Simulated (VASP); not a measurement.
**NaTa: single point with PBE**

Crystal: NaTa.

```
CELL_PARAMETERS angstrom
3.95068 0.00000 0.00000
0.00000 3.95068 0.00000
0.00000 0.00000 4.99203
ATOMIC_POSITIONS crystal
Na 0.00000 0.50000 0.23510
Na 0.50000 0.00000 0.76490
Ta 0.00000 0.00000 0.00000
Ta 0.50000 0.50000 0.00000
```

- Program: VASP 6.6.1
- Task: single point
- Functional: PBE
- Potentials or basis: VASP PAW PBE potentials, release 64 (Na_pv, Ta_pv)
- Cutoff: 520 eV
- k mesh: 4 × 4 × 4
- Occupations: gaussian, width 0.1 eV
- Spin: no spin polarisation
- Dipole correction: no
- Further INCAR settings: ALGO = Normal; EDIFF = 1e-06; NBANDS = 26

```yaml
Pressure: 42.1 GPa
Largest_force: 8.787 eV/Å
Band_gap_on_the_k_mesh: zero (bands 18 and 19 overlap by 1.43 eV)
```

Forces in eV/Å, atoms in the order of the input:
```
Na   0.000  0.000  8.787
Na   0.000  0.000 -8.787
Ta   0.000  0.000  0.000
Ta   0.000  0.000  0.000
```

Stress tensor (GPa, compression positive):
```
46.28  0.00  0.00
 0.00 46.28  0.00
 0.00  0.00 33.63
```

Levels at points of the mesh, in eV from the Fermi level:
```
           k point  band 14  band 15  band 16  band 17  band 18  band 19  band 20  band 21  band 22  band 23
(0.00, 0.00, 0.00)    -3.25    -3.06    -2.32    -0.45    -0.45     1.03     2.10     3.29     3.29     4.88
(0.50, 0.00, 0.00)    -2.87    -0.61    -0.61    -0.08    -0.08    -0.01    -0.01     1.03     1.03     1.31
(0.50, 0.50, 0.00)    -3.08    -1.88    -1.88    -0.49    -0.49     1.28     1.28     1.68     1.68     3.46
(0.00, 0.00, 0.50)    -3.24    -3.05    -1.77    -0.66    -0.63    -0.63     1.79     3.26     3.26     4.86
(0.50, 0.00, 0.50)    -2.33    -1.07    -1.07    -0.06    -0.06     0.62     0.62     0.90     0.90     1.31
(0.50, 0.50, 0.50)    -3.01    -2.23    -2.23     0.80     0.80     1.58     1.58     2.22     2.22     2.45
```

It took 16 s on 1 thread of Intel(R) Xeon(R) 6975P-C (Granite Rapids), on a shared host, peak memory 0.19 GiB.

Caveat: the k points lie up to 0.40 Å⁻¹ apart, too coarse for converged energies and pressures of a metal; spin-orbit coupling is left out, which moves the levels of the heavy elements; forces of over 1 eV/Å act on the atoms, so gaps and moduli don't describe the material at rest.
